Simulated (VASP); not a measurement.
# Ru (Im-3m) in VASP: notebook, part 2 of 2

VASP 6.6.1.

## 3. Single point, PBEsol

This run uses another cell than the first one, of 13.75 Å³/atom.

File INCAR:

```
PREC = Accurate
ENCUT = 520
EDIFF = 1E-7
ISMEAR = 0
SIGMA = 0.1
LREAL = F
LASPH = T
NELM = 80
ALGO = Normal
ISIF = 2
LWAVE = F
LCHARG = F
GGA = PS
NBANDS = 13
```

File KPOINTS:

```
Automatic mesh
0
Gamma
  20 20 20
```

File POSCAR:

```
Ru
1.0
   -1.5092096699      1.5092096699      1.5092096699
    1.5092096699     -1.5092096699      1.5092096699
    1.5092096699      1.5092096699     -1.5092096699
Ru
1
Direct
    0.0000000000      0.0000000000      0.0000000000
```

Potentials or basis: VASP PAW PBE potentials, release 64 (Ru_pv).

The run is started by

```sh
> cat potpaw_PBE.64/Ru_pv/POTCAR > POTCAR
> mpirun -np 1 vasp_std > vasp.out
```

It took 31 s on 1 thread of Intel Xeon 8259CL, shared host; peak memory 0.16 GiB.

The run converged. Its results:

```
Free energy            : -9.5099 eV
Pressure               : -0.1 GPa
Band gap on the k mesh : zero (bands 7 and 8 overlap by 3.70 eV)
```

Levels at points of the mesh, in eV from the Fermi level:
```tsv
k point	band 4	band 5	band 6	band 7	band 8	band 9	band 10	band 11
(0.00, 0.00, 0.00)	-8.15	-2.87	-2.87	-2.87	-0.10	-0.10	10.38	17.12
(0.50, 0.00, 0.00)	-6.33	-4.67	-0.11	0.38	1.15	2.52	10.29	10.49
(0.50, 0.50, 0.50)	-6.43	-6.43	1.89	1.89	1.89	9.35	9.35	9.35
```

Caveat: the PAW data sets were made with another functional, which shifts forces and pressure a little.

## 4. Relaxation of cell and atoms, PBEsol

File INCAR:

```
PREC = Accurate
ENCUT = 600
EDIFF = 1E-6
ISMEAR = 0
SIGMA = 0.1
LREAL = False
LASPH = True
NELM = 60
ALGO = Fast
ISIF = 3
LWAVE = False
LCHARG = False
GGA = PS
IBRION = 2
NSW = 80
EDIFFG = -0.01
```

KPOINTS is that of step 3.

File POSCAR:

```
Ru
1.0
   -1.5071828596      1.5071828596      1.5071828596
    1.5071828596     -1.5071828596      1.5071828596
    1.5071828596      1.5071828596     -1.5071828596
Ru
1
Direct
    0.0000000000      0.0000000000      0.0000000000
```

Potentials or basis: VASP PAW PBE potentials, release 64 (Ru_pv).

The run is started by

```sh
> cat potpaw_PBE.64/Ru_pv/POTCAR > POTCAR
> mpirun -np 1 vasp_std > vasp.out
```

OUTCAR:

```text
PREC = Accurate
   ENCUT = 600
   EDIFF = 1E-6
   ISMEAR = 0
   LREAL = False
   LASPH = True
   NELM = 60
   ISIF = 3
   GGA = PS
   IBRION = 2
   NSW = 80
   EDIFFG = -0.01

 ion  position               nearest neighbor table
   1  0.000  0.000  0.000-

  LATTYP: Found a body centered cubic cell.
 ALAT       =     3.0143657192

  Lattice vectors:

 A1 = (  -1.5071828596,   1.5071828596,   1.5071828596)
 A2 = (   1.5071828596,  -1.5071828596,   1.5071828596)
 A3 = (   1.5071828596,   1.5071828596,  -1.5071828596)

Analysis of symmetry for initial positions (statically):
=====================================================================
 Subroutine PRICEL returns:
 Original cell was already a primitive cell.

 Routine SETGRP: Setting up the symmetry group for a
 body centered cubic supercell.

 Subroutine GETGRP returns: Found 48 space group operations
 (whereof 48 operations were pure point group operations)
 out of a pool of 48 trial point group operations.

The static configuration has the point symmetry O_h .

Analysis of symmetry for dynamics (positions and initial velocities):
=====================================================================
[... 167 lines left out ...]
  Total        0.0987080      0.0987080      0.0987080     -0.0000000     -0.0000000      0.0000000
  in kB       11.5479550     11.5479550     11.5479550     -0.0000000     -0.0000000      0.0000000
  external PRESSURE =      11.5479550 kB  Pullay stress =       0.0000000 kB
[... 57 lines left out ...]
--------------------------------------- Ionic step        3  -------------------------------------------

 number of electron      13.9999997 magnetization

 Free energy of the ion-electron system (eV)
  ---------------------------------------------------
  ext. energy  EPLUGINS =         0.00000000
  ---------------------------------------------------
  free energy    TOTEN  =        -9.50999025 eV

  energy without entropy =       -9.49960774  energy(sigma->0) =       -9.50479899

 E-fermi :  12.6301     XC(G=0): -14.1933

 val. band max:       12.6280798787   @ k =   0.4000   0.1500   0.0500
 cond. band min:      12.6358236557   @ k =   0.1500   0.0500  -0.0000
 fundamental gap:      0.0077437771
 Fermi energy:        12.6300794024

 k-point     1 :       0.0000    0.0000    0.0000
  band No.  band energies     occupation
      1     -29.8814      2.00000
      2     -29.8814      2.00000
      3     -29.8814      2.00000
      4       4.4779      2.00000
      5       9.7614      2.00000
      6       9.7614      2.00000
      7       9.7614      2.00000
      8      12.5348      1.82212
      9      12.5348      1.82212
     10      23.0126      0.00000
     11      29.7538      0.00000
[... 309 lines left out ...]
 k-point    24 :       0.2500    0.1000   -0.0000
  band No.  band energies     occupation
      1     -30.5886      2.00000
      2     -30.1175      2.00000
      3     -29.9206      2.00000
      4       6.9429      2.00000
      5       8.5685      2.00000
      6       9.8514      2.00000
      7      12.0011      2.00000
      8      12.9250      0.00003
      9      13.5106      0.00000
     10      23.0115      0.00000
     11      27.7017      0.00000

 [... further k-points ...]
[... 5 lines left out ...]
  --------------------------------------------------------------------------------------
  -------------------------------------------------------------------------------------
  Total        0.0036437      0.0036437      0.0036437      0.0000000     -0.0000000      0.0000000
  in kB        0.4246753      0.4246753      0.4246753      0.0000000     -0.0000000      0.0000000
  external PRESSURE =       0.4246753 kB  Pullay stress =       0.0000000 kB
[... 16 lines left out ...]
  FREE ENERGIE OF THE ION-ELECTRON SYSTEM (eV)
  ---------------------------------------------------
  free  energy   TOTEN  =        -9.5099902476 eV

  energy  without entropy=       -9.4996077392  energy(sigma->0) =       -9.50479899

 reached required accuracy - stopping structural energy minimisation
```

CONTCAR:

```text
Ru
   1.00000000000000
    -1.5090759927390103    1.5090759927390103    1.5090759927390103
     1.5090759927390103   -1.5090759927390103    1.5090759927390103
     1.5090759927390103    1.5090759927390103   -1.5090759927390103
  Ru
     1
Direct
     0.0000000000000000    0.0000000000000000    0.0000000000000000

  0.00000000E+00  0.00000000E+00  0.00000000E+00
```

Run time: 88 s. Hardware: 1 thread of Intel Xeon 8259CL, shared host; peak memory 0.18 GiB.

Results:

```
Free energy                           : -9.5100 eV
Relaxed volume                        : 13.75 Å³/atom
Relaxed cell                          : a = 2.614 Å, b = 2.614 Å, c = 2.614 Å, α = 109.47°, β = 109.47°, γ = 109.47°
Space group after relaxing (to 0.1 Å) : Im-3m (No. 229)
Energy gained by relaxing             : 0.2 meV/atom
Ionic steps                           : 3
Pressure after relaxing               : 0.0 GPa
Band gap on the k mesh                : zero (bands 7 and 8 overlap by 3.70 eV)
```

The path:
| step | energy change (eV) | largest force (eV/Å) | pressure (GPa) | volume (Å³) |
| --- | --- | --- | --- | --- |
| 1 | 0.0000 | 0.0000 | 1.15 | 13.69 |
| 2 | 0.0013 | 0.0000 | -3.32 | 13.89 |
| 3 | -0.0002 | 0.0000 | 0.04 | 13.75 |

Final structure:
```
Ru
1.0
    -1.50908    1.50908    1.50908
     1.50908   -1.50908    1.50908
     1.50908    1.50908   -1.50908
Ru
1
Direct
  0.00000 0.00000 0.00000
```

Caveat: the PAW data sets were made with another functional, which shifts forces and pressure a little. Zero-point motion and thermal expansion aren't in these numbers.

## 5. Overview

| task | cell | k mesh | cutoff (eV) | gap on the mesh (eV) | pressure (GPa) |
| --- | --- | --- | --- | --- | --- |
| single point | a = 2.611 Å, angles 109.5°, 1 atom | 8 × 8 × 8 | 520 | none | 0.8 |
| single point | a = 2.614 Å, angles 109.5°, 1 atom | 20 × 20 × 20 | 520 | none | -0.1 |
| relaxation of cell and atoms | relaxed from a = 2.611 Å, angles 109.5°, 1 atom | 20 × 20 × 20 | 600 | none | 0.0 |

Alike in all rows: level PBEsol; potentials or basis VASP PAW PBE potentials, release 64 (Ru_pv); no spin polarisation; smearing gaussian 0.1 eV.

Caveats: some runs use coarse meshes; the PAW data sets were made with another functional, which shifts forces and pressure a little.

Absolute energies hang on the potentials; compare differences alone.
